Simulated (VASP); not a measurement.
**CsO2: single point with LDA**

The system is CsO2.

```
Cs O
1.0
    -2.23850    2.23850    3.67500
     2.23850   -2.23850    3.67500
     2.23850    2.23850   -3.67500
Cs O
1 2
Cartesian
  0.0000 0.0000 0.0000
  0.0000 0.0000 3.0789
  0.0000 0.0000 4.2711
```

```json
{
  "Program": "VASP 6.6.1",
  "Task": "single point",
  "Functional": "LDA",
  "Potentials or basis": "VASP PAW LDA potentials, release 64 (Cs_sv, O)",
  "Cutoff": "520 eV",
  "k mesh": "8 × 8 × 8",
  "Occupations": "fermi-dirac, width 0.15 eV",
  "Spin": "no spin polarisation"
}
```

| Quantity | Value |
| --- | --- |
| Pressure | 4.8 GPa |
| Largest force | 9.760 eV/Å |

Forces on the atoms (eV/Å):
```
Cs   0.000  0.000  0.000
O    0.000  0.000 -9.760
O    0.000  0.000  9.760
```

Stress tensor (GPa, compression positive):
```
-3.32  0.00  0.00
 0.00 -3.32  0.00
 0.00  0.00 21.16
```

Levels at points of the mesh, in eV from the Fermi level:
```tsv
k point	band 8	band 9	band 10	band 11	band 12	band 13	band 14	band 15
(0.00, 0.00, 0.00)	-6.84	-6.84	-0.43	-0.43	2.54	3.91	5.61	6.17
(0.50, 0.00, 0.00)	-7.46	-6.84	-0.16	-0.08	3.09	5.04	6.10	6.29
(0.50, 0.50, 0.00)	-6.62	-6.48	-0.94	0.01	4.54	5.10	6.10	7.28
(0.50, 0.50, 0.50)	-6.69	-6.69	0.07	0.07	2.66	4.24	5.41	7.12
```

Wall time 62 s on 1 thread of Intel Xeon 6975P-C, on a shared host, peak memory 0.21 GiB.

Caveat: the standard files for N, O and F lose accuracy on very short bonds; spin-orbit coupling is left out, which moves the levels of the heavy elements; an odd number of electrons without spin polarisation forces a metal; a magnetic or distorted state may lie lower.
